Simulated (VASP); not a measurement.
## Zn: single point with PBE

Crystal: Zn.

```
CELL_PARAMETERS angstrom
2.70477 0.00000 0.00000
-1.35239 2.34240 0.00000
0.00000 0.00000 4.79830
ATOMIC_POSITIONS crystal
Zn 0.33333 0.66667 0.25000
Zn 0.66667 0.33333 0.75000
```

This cell differs from its parent crystal: strain +0.015 along x and y, -0.030 along z.

```json
{
  "Program": "VASP 6.6.1",
  "Task": "single point",
  "Functional": "PBE",
  "Potentials or basis": "VASP PAW PBE potentials, release 64 (Zn)",
  "Cutoff": "520 eV",
  "k mesh": "24 × 24 × 10",
  "Occupations": "gaussian, width 0.15 eV",
  "Spin": "no spin polarisation"
}
```

| Quantity | Value |
| --- | --- |
| Pressure | -0.9 GPa |
| Band gap on the k mesh | zero (bands 12 and 13 overlap by 4.11 eV) |

Stress tensor (GPa, compression positive):
```
-1.31  0.00  0.00
 0.00 -1.31  0.00
 0.00  0.00 -0.16
```

Levels at points of the mesh, in eV from the Fermi level:
```csv
k point,band 10,band 11,band 12,band 13,band 14,band 15
"(0.00, 0.00, 0.00)",-7.17,-7.17,-3.51,-2.59,15.11,16.42
"(0.50, 0.00, 0.00)",-7.01,-3.08,-2.48,2.85,3.45,4.26
"(0.00, 0.00, 0.50)",-7.27,-7.27,-7.27,5.39,5.39,17.81
"(0.50, 0.00, 0.50)",-7.02,-2.02,-2.02,-0.13,-0.13,10.67
```

It took 110 s on 1 thread of AMD EPYC 7R13 Processor (Zen 3), with other jobs on the host, peak memory 0.24 GiB.

Caveat: the cell differs from its parent crystal (strain +0.015 along x and y, -0.030 along z).
